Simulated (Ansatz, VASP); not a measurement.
## TiO in VASP and in Ansatz

```
CELL_PARAMETERS angstrom
3.03100 0.00000 0.00000
-1.51550 2.62492 0.00000
0.00000 0.00000 3.23770
ATOMIC_POSITIONS crystal
Ti 0.66667 0.33333 0.00000
O 0.00000 0.00000 0.50000
```

Alike in both runs: task single point; functional r2SCAN; k mesh 18 × 18 × 12; occupations gaussian, width 0.01 eV; no spin polarisation.

```csv
,VASP,Ansatz
version,VASP 6.6.1,Ansatz 0.2.0
potentials or method,"VASP PAW PBE potentials, release 64 (Ti_sv, O), cutoff 520 eV","scalar-relativistic, plane waves, PAW"
valence electrons in the cell,18,18
```

|  | VASP | Ansatz | Ansatz less VASP |
| --- | --- | --- | --- |
| gap on the k mesh at the Fermi level (eV) | 0.17 | 0.17 | +0.002 |
| least direct gap on the mesh (eV) | 0.17 | 0.17 | +0.002 |

VASP's potentials were made for PBE, not for r2SCAN.
